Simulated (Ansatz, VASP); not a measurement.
## ZnCd3Se2 in VASP and in Ansatz

```
Zn Cd Se
1.0
     3.99736    0.00000    0.00000
     0.00000    3.99736    0.00000
     0.00000    0.00000    9.64511
Zn Cd Se
1 3 2
Direct
  0.00000 0.00000 0.00000
  0.50000 0.50000 0.15171
  0.50000 0.50000 0.50000
  0.50000 0.50000 0.84829
  0.00000 0.00000 0.24539
  0.00000 0.00000 0.75461
```

Change from the starting cell: species swapped into the Al3Ni2Pt type (P4/mmm, No. 123).

Alike in both runs: functional PBE; k mesh 10 × 10 × 4; occupations gaussian, width 0.1 eV; no spin polarisation.

Ansatz relaxed the structure, and its values are those at the end. VASP's run is a single point on that final structure, the one shown.

|  | VASP | Ansatz |
| --- | --- | --- |
| version | VASP 6.6.1 | Ansatz 0.2.0 |
| potentials or method | VASP PAW PBE potentials, release 64 (Zn, Cd, Se), cutoff 520 eV | scalar-relativistic, plane waves, PAW |
| valence electrons in the cell | 60 | 104 |

```csv
,VASP,Ansatz,Ansatz less VASP
gap on the k mesh at the Fermi level (eV),none,none,-
pressure (GPa),0.2,0.0,-0.20
rms of the force components (eV/Å),0.015,0.001,-0.0145
```

A gap of «none» marks a metal or a gap that the smearing closes. VASP's potentials hold 60 valence electrons a cell and Ansatz's 104, so a difference there can come from the potentials and not from the codes.
